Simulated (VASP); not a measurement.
# K2Nb2O (P4/mmm) in VASP: notebook

The runs below take K2Nb2O through single point, with PBE.

Program: VASP 6.6.1. These are calculated values, not measurements. Logs are shortened: lines on timing, memory, paths and dates and some standing lists are left out, and cuts for length are marked.

## (1) The cell of the first run

It takes space group P4/mmm (No. 123, tetragonal). The conventional cell has a = 5.356 Å, b = 5.356 Å, c = 4.357 Å, α = 90.00°, β = 90.00°, γ = 90.00°. Within 3.5 Å of K (site symmetry 4/mmm) lie 4 Nb at 2.68 Å. K (site symmetry 4/mmm) has 2 O at 2.18 Å within 2.9 Å. Within 3.5 Å of Nb (site symmetry mmm) lie 6 K at 2.68 to 3.45 Å and 2 O at 2.68 Å. Within 2.9 Å of O (site symmetry 4/mmm) lie 2 K at 2.18 Å and 4 Nb at 2.68 Å.

The cell was generated, and may not be a known phase.

## (2) Single point, PBE, collinear spin

INCAR

```
SYSTEM = K2Nb2O
PREC = Accurate
ENCUT = 520
EDIFF = 1E-6
ISMEAR = 0
SIGMA = 0.1
LREAL = .FALSE.
LASPH = .TRUE.
NELM = 150
ALGO = Normal
ISIF = 2
LWAVE = .FALSE.
LCHARG = .FALSE.
ISPIN = 2
MAGMOM = 0.26 0.04 2.15 2.15 0
LORBIT = 11
LMAXMIX = 4
GGA = PE
NBANDS = 37
```

KPOINTS

```
Automatic mesh
0
G
  4 4 4
  0 0 0
```

POSCAR

```
K2Nb2O
1.0
    5.3558615900      0.0000000000      0.0000000000
    0.0000000000      5.3558615900      0.0000000000
    0.0000000000      0.0000000000      4.3567294400
K Nb O
2 2 1
Direct
    0.0000000000      0.0000000000      0.0000000000
    0.5000000000      0.5000000000      0.5000000000
    0.5000000000      0.0000000000      0.0000000000
    0.0000000000      0.5000000000      0.0000000000
    0.5000000000      0.5000000000      0.0000000000
```

Potentials or basis: VASP PAW PBE potentials, release 64 (K_sv, Nb_sv, O).

Launch:

```sh
$ cat potpaw_PBE.64/K_sv/POTCAR potpaw_PBE.64/Nb_sv/POTCAR potpaw_PBE.64/O/POTCAR > POTCAR
$ mpirun -np 1 vasp_std > vasp.out
```

OUTCAR:

```text
SYSTEM = K2Nb2O
   PREC = Accurate
   ENCUT = 520
   EDIFF = 1E-6
   ISMEAR = 0
   LREAL = .FALSE.
   LASPH = .TRUE.
   NELM = 150
   ISIF = 2
   ISPIN = 2
   LORBIT = 11
   GGA = PE

 ion  position               nearest neighbor table
   1  0.000  0.000  0.000-   3 2.68   4 2.68   4 2.68   3 2.68
   2  0.500  0.500  0.500-   5 2.18   5 2.18
   3  0.500  0.000  0.000-   1 2.68   1 2.68
   4  0.000  0.500  0.000-   1 2.68   1 2.68
   5  0.500  0.500  0.000-   2 2.18   2 2.18

  LATTYP: Found a simple tetragonal cell.
 ALAT       =     5.3558615900
 C/A-ratio  =     0.8134507150

  Lattice vectors:

 A1 = (   5.3558615900,   0.0000000000,   0.0000000000)
 A2 = (   0.0000000000,   5.3558615900,   0.0000000000)
 A3 = (   0.0000000000,   0.0000000000,   4.3567294400)

Analysis of symmetry for initial positions (statically):
=====================================================================
 Subroutine PRICEL returns:
 Original cell was already a primitive cell.

 Routine SETGRP: Setting up the symmetry group for a
 simple tetragonal supercell.

 Subroutine GETGRP returns: Found 16 space group operations
 (whereof 16 operations were pure point group operations)
 out of a pool of 16 trial point group operations.

The static configuration has the point symmetry D_4h.

Analysis of symmetry for dynamics (positions and initial velocities):
=====================================================================
 Subroutine PRICEL returns:
 Original cell was already a primitive cell.

 Routine SETGRP: Setting up the symmetry group for a
 simple tetragonal supercell.

 Subroutine GETGRP returns: Found 16 space group operations
 (whereof 16 operations were pure point group operations)
 out of a pool of 16 trial point group operations.

The dynamic configuration has the point symmetry D_4h.

Analysis of structural, dynamic, and magnetic symmetry:
=====================================================================
 Subroutine PRICEL returns:
 Original cell was already a primitive cell.

 Routine SETGRP: Setting up the symmetry group for a
 simple tetragonal supercell.

 Subroutine GETGRP returns: Found 16 space group operations
 (whereof 16 operations were pure point group operations)
 out of a pool of 16 trial point group operations.

The overall configuration has the point symmetry D_4h.

[... 124 lines left out ...]
   AEXX    =    0.0000 exact exchange contribution
   IVDW    =     0    specifies the selected vdW correction
   LEPSILON=     F    determine dielectric tensor
   LRPA    =     F    only Hartree local field effects (RPA)
 spin polarized calculation
 Gauss-broadening in eV      SIGMA  =   0.10
  energy-cutoff  :      520.00
  volume of cell :      124.97
 maximum number of plane-waves:      3400
 NGX is ok and might be reduce to    40
   NGX = 19   NGY = 19   NGZ = 17

 number of electron      49.9999996 magnetization       6.6998312

 Free energy of the ion-electron system (eV)
  ---------------------------------------------------
  ext. energy  EPLUGINS =         0.00000000
  ---------------------------------------------------
  free energy    TOTEN  =       -18.37588050 eV

  energy without entropy =      -18.35955243  energy(sigma->0) =      -18.36771646

 E-fermi :   3.8826     XC(G=0):  -9.1298

 val. band max:        3.8708240225   @ k =   0.0000   0.0000   0.5000
 cond. band min:       3.9236307010   @ k =   0.5000   0.5000   0.0000
 fundamental gap:      0.0528066785
 Fermi energy:         3.8825661586

 spin component 1

 k-point     1 :       0.0000    0.0000    0.0000
  band No.  band energies     occupation
      1     -51.8752      1.00000
      2     -51.8687      1.00000
      3     -28.2211      1.00000
      4     -28.2211      1.00000
      5     -28.0478      1.00000
      6     -28.0370      1.00000
[... 709 lines left out ...]
     36       7.5882      0.00000
     37       8.3715      0.00000
 Fermi energy:         3.8825661586

 spin component 2

 k-point     1 :       0.0000    0.0000    0.0000
  band No.  band energies     occupation
      1     -50.4634      1.00000
      2     -50.4569      1.00000
      3     -27.3433      1.00000
      4     -26.6436      1.00000
      5     -26.6436      1.00000
      6     -26.5351      1.00000
[... 709 lines left out ...]
     36       8.7092      0.00000
     37       9.1146      0.00000

------------------------ aborting loop because EDIFF is reached ----------------------------------------

  FORCE on cell =-STRESS in cart. coord.  units (eV):
  Direction    XX          YY          ZZ          XY          YZ          ZX
  --------------------------------------------------------------------------------------
  -------------------------------------------------------------------------------------
  Total        1.0568887      1.0568887     11.5217907      0.0000000      0.0000000     -0.0000000
  in kB       13.5494148     13.5494148    147.7104717      0.0000000      0.0000000     -0.0000000
  external PRESSURE =      58.2697671 kB  Pullay stress =       0.0000000 kB

 VOLUME and BASIS-vectors are now :
 -----------------------------------------------------------------------------
  energy-cutoff  :      520.00
  volume of cell :      124.97
      direct lattice vectors                 reciprocal lattice vectors
     5.355861590  0.000000000  0.000000000     0.186711322  0.000000000  0.000000000
     0.000000000  5.355861590  0.000000000     0.000000000  0.186711322  0.000000000
     0.000000000  0.000000000  4.356729440     0.000000000  0.000000000  0.229529975

 POSITION                                       TOTAL-FORCE (eV/Angst)
 -----------------------------------------------------------------------------------
      0.00000      0.00000      0.00000         0.000000      0.000000      0.000000
      2.67793      2.67793      2.17836         0.000000      0.000000      0.000000
      2.67793      0.00000      0.00000         0.000000      0.000000      0.000000
      0.00000      2.67793      0.00000         0.000000      0.000000      0.000000
      2.67793      2.67793      0.00000         0.000000      0.000000      0.000000
 -----------------------------------------------------------------------------------
    total drift:                                0.000000      0.000000     -0.000000

  FREE ENERGIE OF THE ION-ELECTRON SYSTEM (eV)
  ---------------------------------------------------
  free  energy   TOTEN  =       -18.3758804996 eV

  energy  without entropy=      -18.3595524299  energy(sigma->0) =      -18.36771646

 total charge

# of ion       s       p       d       tot
------------------------------------------
    1        2.016   5.539   0.234   7.789
    2        1.988   5.627   0.118   7.733
    3        2.134   5.892   2.668  10.694
    4        2.134   5.892   2.668  10.694
    5        1.572   3.336   0.000   4.909
--------------------------------------------------
tot          9.846  26.287   5.688  41.820

 magnetization (x)

# of ion       s       p       d       tot
------------------------------------------
    1        0.029   0.044   0.149   0.222
    2        0.002   0.017   0.023   0.042
    3        0.051   0.016   2.086   2.153
    4        0.051   0.016   2.086   2.153
    5       -0.000  -0.004   0.000  -0.004
--------------------------------------------------
tot          0.133   0.089   4.344   4.566
```

OSZICAR:

```text
N       E                     dE             d eps       ncg     rms          rms(c)
DAV:   1     0.518283122082E+03    0.51828E+03   -0.25601E+04  2680   0.130E+03
DAV:   2     0.262403864575E+02   -0.49204E+03   -0.46944E+03  3155   0.466E+02
DAV:   3    -0.187939604786E+02   -0.45034E+02   -0.43547E+02  4968   0.109E+02
DAV:   4    -0.216158753350E+02   -0.28219E+01   -0.27260E+01  3947   0.227E+01
DAV:   5    -0.217832504479E+02   -0.16738E+00   -0.16597E+00  4647   0.579E+00    0.214E+01
DAV:   6    -0.189331255107E+02    0.28501E+01   -0.21831E+01  3315   0.208E+01    0.144E+01
DAV:   7    -0.184485503401E+02    0.48458E+00   -0.10472E+01  3450   0.109E+01    0.872E+00
DAV:   8    -0.183189219141E+02    0.12963E+00   -0.88158E-01  3316   0.445E+00    0.523E+00
DAV:   9    -0.183580948981E+02   -0.39173E-01   -0.64192E-01  3539   0.406E+00    0.231E+00
DAV:  10    -0.183692283327E+02   -0.11133E-01   -0.11280E-01  4134   0.143E+00    0.999E-01
DAV:  11    -0.183757201571E+02   -0.64918E-02   -0.29689E-02  3561   0.101E+00    0.399E-01
DAV:  12    -0.183757517677E+02   -0.31611E-04   -0.58950E-03  3761   0.396E-01    0.206E-01
DAV:  13    -0.183758938995E+02   -0.14213E-03   -0.14564E-03  3832   0.188E-01    0.114E-01
DAV:  14    -0.183758616850E+02    0.32214E-04   -0.59533E-04  3356   0.112E-01    0.465E-02
DAV:  15    -0.183758814455E+02   -0.19760E-04   -0.91458E-05  3586   0.542E-02    0.297E-02
DAV:  16    -0.183758789978E+02    0.24477E-05   -0.42870E-05  3377   0.302E-02    0.119E-02
DAV:  17    -0.183758804094E+02   -0.14116E-05   -0.60734E-06  2965   0.133E-02    0.575E-03
DAV:  18    -0.183758804996E+02   -0.90256E-07   -0.16054E-06  2367   0.647E-03
   1 F= -.18375880E+02 E0= -.18367716E+02  d E =-.163281E-01  mag=     6.6992
```

stdout:

```text
POSCAR found type information on POSCAR K NbO
 POSCAR found :  3 types and       5 ions
 scaLAPACK will be used
 LDA part: xc-table for (Slater+PW92), standard interpolation
 POSCAR, INCAR and KPOINTS ok, starting setup
 FFT: planning ... GRIDC
 FFT: planning ... GRID_SOFT
 FFT: planning ... GRID
 WAVECAR not read
 entering main loop
```

Run time: 6.3 min. Hardware: 1 thread of Intel Xeon 8259CL, shared host; peak memory 0.32 GiB.

Results:

| Quantity | Value |
| --- | --- |
| Free energy | -18.3759 eV |
| Pressure | 5.8 GPa |
| Net moment | 6.70 μB per cell |
| Site moments | K +0.22, +0.04; Nb +2.15; O -0.00 μB |
| Valence electrons inside the program's atomic spheres | K 7.79, 7.73; Nb 10.69; O 4.91 |

Caveat: the k points lie up to 0.36 Å⁻¹ apart.

## (3) Single point, PBE, collinear spin

This run uses another cell than the first one, of 30.26 Å³/atom.

INCAR

```
ALGO = Normal
EDIFF = 1E-6
ENCUT = 520
GGA = PE
ISIF = 2
ISMEAR = 0
ISPIN = 2
LASPH = T
LCHARG = F
LMAXMIX = 4
LORBIT = 11
LREAL = F
LWAVE = F
MAGMOM = 0.29 0.04 2.25 2.25 0.07
NBANDS = 37
NELM = 150
PREC = Accurate
SIGMA = 0.1
```

KPOINTS

```
k-points
0
Gamma
  4 4 4
```

Changes to POSCAR since step 2:

```diff
@@ -2,5 +2,5 @@
 1.0
-    5.3558615900      0.0000000000      0.0000000000
-    0.0000000000      5.3558615900      0.0000000000
-    0.0000000000      0.0000000000      4.3567294400
+    5.2776570198      0.0000000000      0.0000000000
+    0.0000000000      5.2776570198      0.0000000000
+    0.0000000000      0.0000000000      5.4321018517
 K Nb O
```

Potentials or basis: VASP PAW PBE potentials, release 64 (K_sv, Nb_sv, O).

Launch:

```sh
$ cat potpaw_PBE.64/K_sv/POTCAR potpaw_PBE.64/Nb_sv/POTCAR potpaw_PBE.64/O/POTCAR > POTCAR
$ mpirun -np 1 vasp_std > vasp.out
```

Run time: 8.2 min. Hardware: 1 thread of Intel Xeon 8259CL, shared host; peak memory 0.37 GiB.

Results (log left out):

```
Free energy                                           : -19.3885 eV
Pressure                                              : 0.1 GPa
Net moment                                            : 7.56 μB per cell
Site moments                                          : K +0.26, +0.03; Nb +2.30; O +0.05 μB
Valence electrons inside the program's atomic spheres : K 7.82, 7.58; Nb 10.72; O 4.83
```

Stress tensor (GPa, compression positive):
```
0.06 0.00 0.00
0.00 0.06 0.00
0.00 0.00 0.14
```

Levels at points of the mesh, in eV from the Fermi level:
Spin up:
```
           k point  band 25  band 26  band 27  band 28  band 29  band 30  band 31  band 32  band 33  band 34
(0.00, 0.00, 0.00)    -1.51    -1.32    -0.83    -0.25    -0.25     0.42     1.04     2.26     2.53     3.43
(0.50, 0.00, 0.00)    -0.88    -0.77    -0.65    -0.61     0.00     0.62     0.64     1.98     2.93     3.00
(0.50, 0.50, 0.00)    -0.27    -0.26     0.03     0.12     0.14     1.17     1.17     1.29     1.96     1.96
(0.00, 0.00, 0.50)    -1.31    -0.88    -0.62    -0.22    -0.22    -0.10     0.46     1.04     2.32     2.70
(0.50, 0.00, 0.50)    -0.67    -0.60    -0.58    -0.52    -0.33     0.65     0.79     0.85     1.05     2.58
(0.50, 0.50, 0.50)    -0.24    -0.24    -0.14     0.06     0.62     0.62     1.24     1.24     1.51     1.92
```
Spin down:
```
           k point  band 19  band 20  band 21  band 22  band 23  band 24
(0.00, 0.00, 0.00)    -3.26    -2.41    -1.72    -1.18     0.36     0.38
(0.50, 0.00, 0.00)    -3.49    -2.54    -0.43    -0.05     0.63     0.71
(0.50, 0.50, 0.00)    -4.19    -2.65     0.54     0.54     0.85     1.03
(0.00, 0.00, 0.50)    -3.31    -2.96    -1.15    -0.60     0.21     0.26
(0.50, 0.00, 0.50)    -3.54    -3.08     0.22     0.50     0.53     0.65
(0.50, 0.50, 0.50)    -4.23    -3.17     0.31     1.10     1.10     1.58
```
